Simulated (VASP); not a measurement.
Here is a VASP 6.6.1 calculation.

File POSCAR:

```
Si
1.0
    0.0000000000      2.6239494991      4.5804893150
    2.3895304109      0.0000000000      4.5804893150
    2.3895304109      2.6239494991      0.0000000000
Si
4
Direct
    0.2202307000      0.2202307000      0.7797693000
    0.7797693000      0.7797693000      0.2202307000
    0.2726057200      0.7273942800      0.2726057200
    0.7273942800      0.2726057200      0.7273942800
```

INCAR.step1

```
ALGO = Normal ; EDIFF = 1E-4
ENCUT = 520 ; GGA = PE
ISMEAR = -1 ; LASPH = T
LCHARG = F ; LREAL = F
LWAVE = T ; NBANDS = 16
NELM = 60 ; PREC = Accurate
SIGMA = 0.05
```

Contents of INCAR.step2:

```
ALGO = Normal ; EDIFF = 1E-7
ENCUT = 520 ; ISIF = 2
ISMEAR = -1 ; ISTART = 1
LASPH = T ; LCHARG = T
LELF = T ; LMIXTAU = T
LREAL = F ; LVHAR = T
LWAVE = F ; METAGGA = R2SCAN
NBANDS = 16 ; NELM = 60
PREC = Accurate ; SIGMA = 0.05
```

Contents of KPOINTS:

```
k-points
0
Gamma
  8 8 8
```

Potentials or basis: VASP PAW PBE potentials, release 64 (Si).

The run is started by

```bash
$ cat potpaw_PBE.64/Si/POTCAR > POTCAR
$ cp INCAR.step1 INCAR
$ mpirun -np 1 vasp_std > vasp.out
$ cp INCAR.step2 INCAR
$ mpirun -np 1 vasp_std > vasp.out
```

Q: What does it give for the band gap on the k mesh?

A: Zero (bands 8 and 9 overlap by 4.12 eV).

Q: What does it give for the pressure?

A: 7.9 GPa.

Forces on the atoms (eV/Å):
```
Si   0.000  0.000  0.182
Si   0.000  0.000 -0.182
Si   0.000 -0.060  0.000
Si   0.000  0.060  0.000
```

Caveat: the cell stands under pressure; the PAW data sets were made with another functional, which shifts forces and pressure a little.
